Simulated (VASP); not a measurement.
# Te (P6/mmm) in VASP: a series of runs

The runs below take Te through relaxation of cell and atoms, single point, with PBE.

Everything below comes from runs of VASP 6.6.1. Logs are shortened: lines on timing, memory, paths and dates and some standing lists are left out, and cuts for length are marked.

## (1) The cell of the first run

The structure is hexagonal, space group P6/mmm (No. 191). The conventional cell has a = 2.833 Å, b = 2.833 Å, c = 2.648 Å, α = 90.00°, β = 90.00°, γ = 120.00°. Te (site symmetry 6/mmm) has 8 Te at 2.65 to 2.83 Å within 3.5 Å.

This isn't the form of Te at room conditions, which is trigonal, of chains.

## (2) Relaxation of cell and atoms, PBE, target pressure 87 GPa, at which the enthalpy is minimised

The input, INCAR:

```
PREC = Accurate
ENCUT = 600
EDIFF = 1E-7
ISMEAR = -1
SIGMA = 0.08
LREAL = False
LASPH = True
NELM = 80
ALGO = Normal
ISIF = 3
LWAVE = False
LCHARG = False
GGA = PE
IBRION = 2
NSW = 32
EDIFFG = -0.005
PSTRESS = 870.0
```

The input, KPOINTS:

```
regular mesh
0
Gamma
  16 16 14
```

The input, POSCAR:

```
Te
1.0
    2.8325370940      0.0000000000      0.0000000000
   -1.4162685470      2.4530490806      0.0000000000
    0.0000000000      0.0000000000      2.6477658484
Te
1
Direct
    0.0000000000      0.0000000000      0.0000000000
```

Potentials or basis: VASP PAW PBE potentials, release 64 (Te).

Run with:

```sh
$ cat potpaw_PBE.64/Te/POTCAR > POTCAR
$ mpirun -np 1 vasp_std > vasp.out
```

OUTCAR:

```text
PREC = Accurate
   ENCUT = 600
   EDIFF = 1E-7
   ISMEAR = -1
   LREAL = False
   LASPH = True
   NELM = 80
   ISIF = 3
   GGA = PE
   IBRION = 2
   NSW = 32
   EDIFFG = -0.005
   PSTRESS = 870.0

 ion  position               nearest neighbor table
   1  0.000  0.000  0.000-

  LATTYP: Found a hexagonal cell.
 ALAT       =     2.8325370940
 C/A-ratio  =     0.9347682874

  Lattice vectors:

 A1 = (   2.8325370940,   0.0000000000,   0.0000000000)
 A2 = (  -1.4162685470,   2.4530490806,   0.0000000000)
 A3 = (   0.0000000000,   0.0000000000,   2.6477658484)

Analysis of symmetry for initial positions (statically):
=====================================================================
 Subroutine PRICEL returns:
 Original cell was already a primitive cell.

 Routine SETGRP: Setting up the symmetry group for a
 hexagonal supercell.

 Subroutine GETGRP returns: Found 24 space group operations
 (whereof 24 operations were pure point group operations)
 out of a pool of 24 trial point group operations.

The static configuration has the point symmetry D_6h.

Analysis of symmetry for dynamics (positions and initial velocities):
=====================================================================
 Subroutine PRICEL returns:
 Original cell was already a primitive cell.

 Routine SETGRP: Setting up the symmetry group for a
 hexagonal supercell.

 Subroutine GETGRP returns: Found 24 space group operations
 (whereof 24 operations were pure point group operations)
 out of a pool of 24 trial point group operations.

The dynamic configuration has the point symmetry D_6h.

 Subroutine INISYM returns: Found 24 space group operations
 (whereof 24 operations are pure point group operations),
 and found     1 'primitive' translations

----------------------------------------------------------------------------------------

                                     Primitive cell

  volume of cell :      18.3976

  direct lattice vectors                    reciprocal lattice vectors
     2.832537094  0.000000000  0.000000000     0.353040390  0.203827964  0.000000000
    -1.416268547  2.453049081  0.000000000     0.000000000  0.407655928  0.000000000
     0.000000000  0.000000000  2.647765848     0.000000000  0.000000000  0.377676901

  length of vectors
     2.832537094  2.832537094  2.647765848     0.407655928  0.407655928  0.377676901

  position of ions in fractional coordinates (direct lattice)
     0.000000000  0.000000000  0.000000000

  ion indices of the primitive-cell ions
   primitive index   ion index
                 1           1

----------------------------------------------------------------------------------------

 KPOINTS: regular mesh

Automatic generation of k-mesh.
 Grid dimensions read from file:
 generate k-points for:   16   16   14

 Generating k-lattice:

  Cartesian coordinates                     Fractional coordinates (reciprocal lattice)
     0.022065024  0.012739248  0.000000000     0.062500000  0.000000000  0.000000000
     0.000000000  0.025478496  0.000000000     0.000000000  0.062500000  0.000000000
     0.000000000  0.000000000  0.026976921     0.000000000  0.000000000  0.071428571

  Length of vectors
     0.025478496  0.025478496  0.026976921

  Shift w.r.t. Gamma in fractional coordinates (k-lattice)
     0.000000000  0.000000000  0.000000000

 Subroutine IBZKPT returns following result:
 ===========================================

 Found    240 irreducible k-points:

 Following reciprocal coordinates:
            Coordinates               Weight
  0.000000  0.000000  0.000000      1.000000
  0.062500 -0.000000  0.000000      6.000000
  0.125000 -0.000000  0.000000      6.000000
  0.187500 -0.000000  0.000000      6.000000
  0.250000 -0.000000  0.000000      6.000000
  0.312500  0.000000  0.000000      6.000000
[... 16 lines left out ...]
  0.187500  0.187500  0.000000      6.000000
  0.250000  0.187500  0.000000     12.000000
 [... further k-points ...]
   k-points           NKPTS =    240   k-points in BZ     NKDIM =    240   number of bands    NBANDS=      7
   number of dos      NEDOS =    301   number of ions     NIONS =      1
   total plane-waves  NPLWV =  13824
   dimension x,y,z NGX =    24 NGY =   24 NGZ =   24
   dimension x,y,z NGXF=    48 NGYF=   48 NGZF=   48
   ions per type =               1
   NGX,Y,Z   is equivalent  to a cutoff of  14.09, 14.09, 15.07 a.u.
   NGXF,Y,Z  is equivalent  to a cutoff of  28.17, 28.17, 30.14 a.u.
 SYSTEM =  unknown system
   PREC   = accura    normal or accurate (medium, high low for compatibility)
   ISTART =      0    job   : 0-new  1-cont  2-samecut
   ICHARG =      2    charge: 1-file 2-atom 10-const
   ISPIN  =      1    spin polarized calculation?
   LNONCOLLINEAR =      F non collinear calculations
   LSORBIT =      F    spin-orbit coupling
   LASPH  =      T    aspherical Exc in radial PAW
   ENCUT  =  600.0 eV  44.10 Ry    6.64 a.u.   5.66  5.66  5.29*2*pi/ulx,y,z
   NELM   =     80;   NELMIN=  2; NELMDL= -5     # of ELM steps
   EDIFF  = 0.1E-06   stopping-criterion for ELM
   LREAL  =      F    real-space projection
   EDIFFG = -.5E-02   stopping-criterion for IOM
   NSW    =     32    number of steps for IOM
   IBRION =      2    ionic relax: 0-MD 1-quasi-New 2-CG
   NFREE  =      1    steps in history (QN), initial steepest desc. (CG)
   ISIF   =      3    stress and relaxation
   ISYM   =      2    0-nonsym 1-usesym 2-fastsym
   POTIM  = 0.5000    time-step for ionic-motion
   TEBEG  =    0.0;   TEEND  =   0.0 temperature during run
   PSTRESS=  870.0 pullay stress
   NELECT =       6.0000    total number of electrons
   NUPDOWN=      -1.0000    fix difference up-down
   EMIN   =  10.00;   EMAX   =-10.00  energy-range for DOS
   EFERMI =   0.00;   METHOD = LEGACY
   ISMEAR =    -1;   SIGMA  =   0.08  broadening in eV -4-tet -1-fermi 0-gaus
   EFERMI_NEDOS =   21; number of points for ismear=-14 and -15
   IALGO  =     38    algorithm
   IMIX   =      4    mixing-type and parameters
     AMIX     =   0.40;   BMIX     =  1.00
     AMIX_MAG =   1.60;   BMIX_MAG =  1.00
  volume/ion in A,a.u.               =      18.40       124.15
  Fermi-wavevector in a.u.,A,eV,Ry     =   1.126864  2.129464 17.276979  1.269822
  Thomas-Fermi vector in A             =   2.263548
   LORBIT       =      0    0 simple, 1 ext, 2 COOP (PROOUT), +10 PAW based schemes
   GGA     = PE    functional components
   LHFCALC =     F    Hartree Fock is set to
   AEXX    =    0.0000 exact exchange contribution
   IVDW    =     0    specifies the selected vdW correction
   LEPSILON=     F    determine dielectric tensor
   LRPA    =     F    only Hartree local field effects (RPA)
 conjugate gradient relaxation of ions
 non-spin polarized calculation
  energy-cutoff  :      600.00
  volume of cell :       18.40
 maximum number of plane-waves:       630
 NGX is ok and might be reduce to    24

--------------------------------------- Ionic step        1  -------------------------------------------

 number of electron       6.0000000 magnetization

 Free energy of the ion-electron system (eV)
  ---------------------------------------------------
  ext. energy  EPLUGINS =         0.00000000
  ---------------------------------------------------
  free energy    TOTEN  =        -0.76825811 eV

  energy without entropy =       -0.75683739  energy(sigma->0) =       -0.76254775

------------------------ aborting loop because EDIFF is reached ----------------------------------------

  FORCE on cell =-STRESS in cart. coord.  units (eV):
  Direction    XX          YY          ZZ          XY          YZ          ZX
  --------------------------------------------------------------------------------------
  -------------------------------------------------------------------------------------
  Total       10.0415802     10.0415802     10.0798012      0.0000000      0.0000000      0.0000000
  in kB      874.4827036    874.4827037    877.8112232      0.0000000      0.0000000      0.0000000
  external PRESSURE =       5.5922102 kB  Pullay stress =     870.0000000 kB
[... 207 lines left out ...]
  enthalpy is  TOTEN    =         9.2217947339 eV   P V=       10.0058241535

--------------------------------------- Ionic step        7  -------------------------------------------

 number of electron       6.0000000 magnetization

 Free energy of the ion-electron system (eV)
  ---------------------------------------------------
  ext. energy  EPLUGINS =         0.00000000
  ---------------------------------------------------
  free energy    TOTEN  =        -0.78488318 eV

  energy without entropy =       -0.77341886  energy(sigma->0) =       -0.77915102

 E-fermi :  15.7317     XC(G=0): -12.0353

 val. band max:       15.7210458661   @ k =   0.4375   0.0625   0.4286
 cond. band min:      15.7476844280   @ k =   0.3750   0.1875   0.5000
 fundamental gap:      0.0266385618
 Fermi energy:        15.7317273831

 k-point     1 :       0.0000    0.0000    0.0000
  band No.  band energies     occupation
      1      -3.4234      2.00000
      2      17.9362      0.00000
      3      19.8694      0.00000
      4      19.8694      0.00000
      5      21.7479      0.00000
      6      24.8742      0.00000
      7      25.5537      0.00000
[... 221 lines left out ...]
 k-point    24 :       0.2500    0.1875    0.0000
  band No.  band energies     occupation
      1       0.2303      2.00000
      2       8.8286      2.00000
      3      11.6361      2.00000
      4      21.5243      0.00000
      5      24.5742      0.00000
      6      25.9637      0.00000
      7      28.6357      0.00000

 [... further k-points ...]
[... 5 lines left out ...]
  --------------------------------------------------------------------------------------
  -------------------------------------------------------------------------------------
  Total       10.0055994     10.0055994     10.0052967      0.0000000     -0.0000000      0.0000000
  in kB      869.9064387    869.9064387    869.8801203      0.0000000     -0.0000000      0.0000000
  external PRESSURE =      -0.1023341 kB  Pullay stress =     870.0000000 kB
[... 16 lines left out ...]
  FREE ENERGIE OF THE ION-ELECTRON SYSTEM (eV)
  ---------------------------------------------------
  free  energy   TOTEN  =        -0.7848831834 eV

  energy  without entropy=       -0.7734188558  energy(sigma->0) =       -0.77915102

  enthalpy is  TOTEN    =         9.2217923820 eV   P V=       10.0066755654

 reached required accuracy - stopping structural energy minimisation
```

Wall time 58 s (1 thread of AMD EPYC 9R45 (Zen 5), shared host); peak memory 0.14 GiB.

Results:

```yaml
Free_energy: -0.7849 eV
Relaxed_volume: 18.43 Å³/atom
Relaxed_cell: a = 2.834 Å, b = 2.834 Å, c = 2.650 Å, α = 90.00°, β = 90.00°, γ = 120.00°
Space_group_after_relaxing_to_0.1_Å: P6/mmm (No. 191)
Energy_change_on_relaxing_the_run_minimises_the_enthalpy: -16.6 meV/atom
Ionic_steps: 7
Pressure_after_relaxing: 87.0 GPa
Band_gap_on_the_k_mesh: zero (bands 3 and 4 overlap by 12.91 eV)
```

The path:
```
step  energy change (eV)  largest force (eV/Å)  pressure (GPa)  volume (Å³)
   1              0.0000                0.0000           87.56        18.40
   2             -0.0920                0.0000           84.43        18.57
   3             -0.0165                0.0000           87.00        18.43
   4             -0.0168                0.0000           86.99        18.43
   5             -0.0171                0.0000           86.98        18.43
   6             -0.0158                0.0000           87.01        18.43
   7             -0.0166                0.0000           86.99        18.43
```

Final structure:
```xyz
1
Lattice="2.8336 0.0000 0.0000 -1.4168 2.4540 0.0000 0.0000 0.0000 2.6502" Properties=species:S:1:pos:R:3 pbc="T T T"
Te    0.0000    0.0000    2.6502
```

Levels at points of the mesh, in eV from the Fermi level:
```
           k point  band 1  band 2  band 3  band 4  band 5  band 6  band 7
(0.00, 0.00, 0.00)  -19.16    2.20    4.14    4.14    6.02    9.14    9.82
(0.50, 0.00, 0.00)  -13.88  -10.72   -0.61    4.10    6.79   10.69   12.35
(0.00, 0.00, 0.50)  -15.03  -11.12    8.09    8.09   11.01   11.73   12.83
(0.50, 0.00, 0.50)   -9.05   -7.58   -7.17   -0.64    2.75    8.45    8.57
```

Caveat: the cell is relaxed towards a set pressure, so the run minimises the enthalpy, not the energy; spin-orbit coupling is left out, which moves the levels of the heavy elements.

## (3) Relaxation of cell and atoms, PBE, target pressure 87 GPa, at which the enthalpy is minimised

This run uses another cell than the first one: it holds 3 atoms, not 1.

The input, INCAR:

```
SYSTEM = Te
PREC = Accurate
ENCUT = 600
EDIFF = 1E-7
ISMEAR = -1
SIGMA = 0.08
LREAL = .FALSE.
LASPH = .TRUE.
NELM = 60
ALGO = Normal
ISIF = 3
LWAVE = .FALSE.
LCHARG = .FALSE.
GGA = PE
IBRION = 2
NSW = 60
EDIFFG = -0.005
PSTRESS = 870.0
```

The input, KPOINTS:

```
Automatic mesh
0
G
  8 8 11
  0 0 0
```

The input, POSCAR:

```
Te
1.0
    4.5951870774      0.0000000000      0.0000000000
   -2.2975935387      3.9795487442      0.0000000000
    0.0000000000      0.0000000000      2.8490159880
Te
3
Direct
    0.0000000000      0.0000000000      0.0000000000
    0.3333333333      0.6666666667      0.5000000000
    0.6666666667      0.3333333333      0.5000000000
```

Potentials or basis: VASP PAW PBE potentials, release 64 (Te).

Run with:

```sh
$ cat potpaw_PBE.64/Te/POTCAR > POTCAR
$ mpirun -np 1 vasp_std > vasp.out
```

It took 2.3 min on 1 thread of AMD EPYC 9R45 (Zen 5), shared host; peak memory 0.18 GiB.

Results (log left out):

| Item | Value |
| --- | --- |
| Free energy | -2.6415 eV |
| Relaxed volume | 17.53 Å³/atom |
| Relaxed cell | a = 4.688 Å, b = 4.688 Å, c = 2.764 Å, α = 90.00°, β = 90.00°, γ = 120.00° |
| Space group after relaxing (to 0.1 Å) | P6/mmm (No. 191) |
| Energy change on relaxing (the run minimises the enthalpy) | -113.7 meV/atom |
| Ionic steps | 8 |
| Pressure after relaxing | 87.0 GPa |
| Band gap on the k mesh | zero (bands 9 and 10 overlap by 9.12 eV) |

The path:
```csv
step,energy change (eV),largest force (eV/Å),pressure (GPa),volume (Å³)
1,0.0000,0.0000,90.13,52.10
2,-1.3584,0.0000,73.94,54.63
3,-0.6788,0.0000,81.86,53.27
4,-0.1499,0.0000,90.03,52.29
5,-0.4149,0.0000,86.12,52.74
6,-0.4090,0.0000,86.21,52.73
7,-0.2780,0.0000,87.78,52.49
8,-0.3411,0.0000,87.02,52.60
```

Final structure:
```
Te
1.0
     4.68770    0.00000    0.00000
    -2.34385    4.05967    0.00000
     0.00000    0.00000    2.76403
Te
3
Direct
  0.00000 0.00000 0.00000
  0.33333 0.66667 0.50000
  0.66667 0.33333 0.50000
```

Levels at points of the mesh, in eV from the Fermi level:
| k point | band 6 | band 7 | band 8 | band 9 | band 10 | band 11 | band 12 | band 13 |
| --- | --- | --- | --- | --- | --- | --- | --- | --- |
| (0.00, 0.00, 0.00) | -7.85 | -7.85 | 0.22 | 4.76 | 6.08 | 6.08 | 7.01 | 7.19 |
| (0.50, 0.00, 0.00) | -2.83 | -1.14 | -0.92 | 0.65 | 2.67 | 2.82 | 5.56 | 5.65 |

Caveat: the cell is relaxed towards a set pressure, so the run minimises the enthalpy, not the energy; spin-orbit coupling is left out, which moves the levels of the heavy elements.

## (4) Relaxation of cell and atoms, PBE, target pressure 87 GPa, at which the enthalpy is minimised

This run uses another cell than the first one: it holds 3 atoms, not 1.

The input, INCAR:

```
SYSTEM = Te
PREC = Accurate
ENCUT = 600
EDIFF = 1E-6
ISMEAR = -1
SIGMA = 0.08
LREAL = .False.
LASPH = .True.
NELM = 100
ALGO = Normal
ISIF = 3
LWAVE = .False.
LCHARG = .False.
GGA = PE
IBRION = 2
NSW = 32
EDIFFG = -0.005
PSTRESS = 870.0
```

The input, KPOINTS:

```
Automatic mesh
0
Gamma
  8 8 11
  0 0 0
```

The input, POSCAR:

```
Te
1.0
    4.6871724466      0.0000000000      0.0000000000
   -2.3435862233      4.0592104107      0.0000000000
    0.0000000000      0.0000000000      2.7618378951
Te
3
Direct
    0.0000000000      0.0000000000      0.0000000000
    0.3333333333      0.6666666667      0.5000000000
    0.6666666667      0.3333333333      0.5000000000
```

Run with:

```sh
$ cat potpaw_PBE.64/Te/POTCAR > POTCAR
$ mpirun -np 1 vasp_std > vasp.out
```

Wall time 74 s (1 thread of AMD EPYC 9R45 (Zen 5), shared host); peak memory 0.17 GiB.

Results (log left out):

```
Free energy                                                : -2.6432 eV
Relaxed volume                                             : 17.53 Å³/atom
Relaxed cell                                               : a = 4.688 Å, b = 4.688 Å, c = 2.764 Å, α = 90.00°, β = 90.00°, γ = 120.00°
Space group after relaxing (to 0.1 Å)                      : P6/mmm (No. 191)
Energy change on relaxing (the run minimises the enthalpy) : -10.3 meV/atom
Ionic steps                                                : 6
Pressure after relaxing                                    : 87.0 GPa
Band gap on the k mesh                                     : zero (bands 9 and 10 overlap by 9.12 eV)
```

Step by step:
| step | energy change (eV) | largest force (eV/Å) | pressure (GPa) | volume (Å³) |
| --- | --- | --- | --- | --- |
| 1 | 0.0000 | 0.0000 | 87.43 | 52.55 |
| 2 | -0.1909 | 0.0000 | 84.90 | 52.90 |
| 3 | -0.0325 | 0.0000 | 86.99 | 52.61 |
| 4 | -0.0335 | 0.0000 | 86.98 | 52.61 |
| 5 | -0.0342 | 0.0000 | 86.98 | 52.61 |
| 6 | -0.0309 | 0.0000 | 87.00 | 52.60 |

Final structure:
```
CELL_PARAMETERS angstrom
4.68752 0.00000 0.00000
-2.34376 4.05951 0.00000
0.00000 0.00000 2.76441
ATOMIC_POSITIONS crystal
Te 0.00000 0.00000 0.00000
Te 0.33333 0.66667 0.50000
Te 0.66667 0.33333 0.50000
```

Levels at points of the mesh, in eV from the Fermi level:
| k point | band 6 | band 7 | band 8 | band 9 | band 10 | band 11 | band 12 | band 13 |
| --- | --- | --- | --- | --- | --- | --- | --- | --- |
| (0.00, 0.00, 0.00) | -7.85 | -7.85 | 0.22 | 4.76 | 6.08 | 6.08 | 7.00 | 7.19 |
| (0.50, 0.00, 0.00) | -2.83 | -1.14 | -0.92 | 0.65 | 2.67 | 2.81 | 5.56 | 5.64 |

Caveat: the cell is relaxed towards a set pressure, so the run minimises the enthalpy, not the energy; spin-orbit coupling is left out, which moves the levels of the heavy elements.

(Continued in part 2 of 2.)
